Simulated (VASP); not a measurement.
Here is a VASP 6.6.1 calculation.

INCAR

```
ALGO = Normal ; EDIFF = 1E-8
ENCUT = 520 ; GGA = CA
ISIF = 2 ; ISMEAR = -1
LASPH = True ; LCHARG = False
LEFG = True ; LREAL = False
LWAVE = False ; NBANDS = 20
NELM = 100 ; PREC = Accurate
SIGMA = 0.05
```

The input KPOINTS:

```
k-points
0
Gamma
  11 11 10
```

File POSCAR:

```
TaRu
1.0
    3.0835300000      0.0000000000      0.0000000000
    0.0000000000      3.0835300000      0.0000000000
    0.0000000000      0.0000000000      3.3890000000
Ta Ru
1 1
Direct
    0.5000000000      0.5000000000      0.5000000000
    0.0000000000      0.0000000000      0.0000000000
```

Potentials or basis: VASP PAW LDA potentials, release 64 (Ta_pv, Ru_pv).

Command:

```sh
$ cat potpaw_LDA.64/Ta_pv/POTCAR potpaw_LDA.64/Ru_pv/POTCAR > POTCAR
$ mpirun -np 1 vasp_std > vasp.out
```

Problem. Predict the pressure.

Solution. -14.3 GPa.

Stress tensor (GPa, compression positive):
```
-15.12   0.00   0.00
  0.00 -15.12   0.00
  0.00   0.00 -12.71
```

Caveat: the cell differs from its parent crystal (equal xx and yy strain of +1 %); without QUAD_EFG the Cq values of the log hold for a quadrupole moment of 1 mb, not for the nuclei.
